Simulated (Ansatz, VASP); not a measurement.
**NaI: VASP beside Ansatz**

POSCAR

```
NaI
1.0
    0.0000000000      3.1005316910      3.1005316910
    3.1005316910      0.0000000000      3.1005316910
    3.1005316910      3.1005316910      0.0000000000
Na I
1 1
Direct
    0.0000000000      0.0000000000      0.0000000000
    0.5000000000      0.5000000000      0.5000000000
```

INCAR.step1

```
PREC     = Accurate       # precision mode
ENCUT    = 520            # plane-wave cutoff, eV
ISMEAR   = 0              # smearing method
SIGMA    = 0.01           # smearing width, eV
LREAL    = F              # projectors in reciprocal space
LASPH    = T              # aspherical terms in the spheres
NELM     = 80             # most SCF steps
NBANDS   = 14             # bands
GGA      = PE             # functional
ALGO     = Normal         # electronic algorithm
EDIFF    = 1E-4           # SCF threshold, eV
LWAVE    = T              # write WAVECAR
LCHARG   = F              # write CHGCAR
```

The input INCAR.step2:

```
PREC     = Accurate       # precision mode
ENCUT    = 520            # plane-wave cutoff, eV
EDIFF    = 1E-7           # SCF threshold, eV
ISMEAR   = 0              # smearing method
SIGMA    = 0.01           # smearing width, eV
LREAL    = F              # projectors in reciprocal space
LASPH    = T              # aspherical terms in the spheres
NELM     = 80             # most SCF steps
ALGO     = Normal         # electronic algorithm
ISIF     = 2              # what is computed and relaxed
LWAVE    = F              # write WAVECAR
LCHARG   = F              # write CHGCAR
METAGGA  = R2SCAN         # meta-GGA
LMIXTAU  = T            
NBANDS   = 14             # bands
ISTART   = 1
```

The input KPOINTS:

```
Automatic mesh
0
Gamma
  8 8 8
```

Input for Ansatz:

```yaml
crystal:
  lattice:
    - [0.0, 3.100531691, 3.100531691]
    - [3.100531691, 0.0, 3.100531691]
    - [3.100531691, 3.100531691, 0.0]
  atoms:
    - { symbol: Na, position: [0.0, 0.0, 0.0] }
    - { symbol: I, position: [0.5, 0.5, 0.5] }
kpoints:
  mp_grid: { grid: [8, 8, 8] }
  band_path:
    path:
      - [0.0, 0.0, 0.0]
      - [0.5, 0.0, 0.5]
      - [0.625, 0.25, 0.625]
      - [0.375, 0.375, 0.75]
      - [0.5, 0.5, 0.5]
      - [0.5, 0.25, 0.75]
    npoints: 1
hamiltonian:
  xc: r2scan
scf:
  occupations: { method: fixed }
  n_extra_bands: 4
output:
  forces: true
  stress: true
  eigenvalues: true
  write_density: true
  write_potential: true
  elf: true
  volumetric_format: npy
```

Change from the starting cell: hydrostatic strain -4.0%.

Alike in both runs: task single point; functional r2SCAN; k mesh 8 × 8 × 8; no spin polarisation.

|  | VASP | Ansatz |
| --- | --- | --- |
| version | VASP 6.6.1 | Ansatz 0.2.0 |
| potentials or method | VASP PAW PBE potentials, release 64 (Na_pv, I) | plane waves, PAW |
| plane-wave cutoff (eV) | 520 | 500 |
| occupations | gaussian, width 0.01 eV | fixed |
| valence electrons in the cell | 14 | 26 |

|  | VASP | Ansatz | Ansatz less VASP |
| --- | --- | --- | --- |
| gap on the k mesh at the Fermi level (eV) | 4.88 | 4.87 | -0.009 |
| pressure (GPa) | 2.7 | 2.8 | +0.11 |

VASP's potentials were made for PBE, not for r2SCAN. VASP's potentials hold 14 valence electrons a cell and Ansatz's 26, so a difference there can come from the potentials and not from the codes.

Spin-orbit coupling is off throughout.
